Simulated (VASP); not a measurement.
Write the native input for VASP 6.6.1 that does the following.

| Item | Value |
| --- | --- |
| Task | single point |
| Functional | PBEsol |
| Potentials or basis | VASP PAW PBE potentials, release 64 (Al, Cu) |
| Cutoff | 520 eV |
| k mesh | 10 × 10 × 14 |
| Occupations | gaussian, width 0.15 eV |
| Spin | no spin polarisation |
| Dipole correction | no |
| Further INCAR settings | ALGO = Fast; EDIFF = 1e-07; NBANDS = 16 |

The structure of Al2Cu lies in POSCAR:

```
Al2Cu
1.0
    4.0842078946      0.0000000000      0.0000000000
    0.0000000000      4.0842078946      0.0000000000
    0.0000000000      0.0000000000      2.8458943809
Al Cu
2 1
Direct
    0.5024873978      0.0078029139      0.5000000000
   -0.0363105904      0.4667010095      0.5000000000
    0.0143612780      0.0108255968      0.0000000000
```

This cell differs from its parent crystal: atoms displaced along several vibrational modes.

One way to write it, as run:

INCAR

```
SYSTEM = Al2Cu
  PREC = Accurate
  ENCUT = 520
  EDIFF = 1E-7
  ISMEAR = 0
  SIGMA = 0.15
  LREAL = .FALSE.
  LASPH = .TRUE.
  NELM = 80
  ALGO = Fast
  ISIF = 2
  LWAVE = .FALSE.
  LCHARG = .FALSE.
  GGA = PS
  NBANDS = 16
```

KPOINTS

```
regular mesh
0
G
  10 10 14
  0 0 0
```

Potentials or basis: VASP PAW PBE potentials, release 64 (Al, Cu).

Run with:

```sh
$ cat potpaw_PBE.64/Al/POTCAR potpaw_PBE.64/Cu/POTCAR > POTCAR
$ mpirun -np 1 vasp_std > vasp.out
```

Results of the run:

```
Pressure               : 2.2 GPa
Largest force          : 1.789 eV/Å
Band gap on the k mesh : zero (an odd number of electrons rules out a gap without spin polarisation)
```

Caveat: the cell differs from its parent crystal (atoms displaced along several vibrational modes); the PAW data sets were made with another functional, which shifts forces and pressure a little.

Run time: 10 min on 1 thread of Intel Xeon 8259CL, with other jobs on the host, peak memory 0.4 GiB.
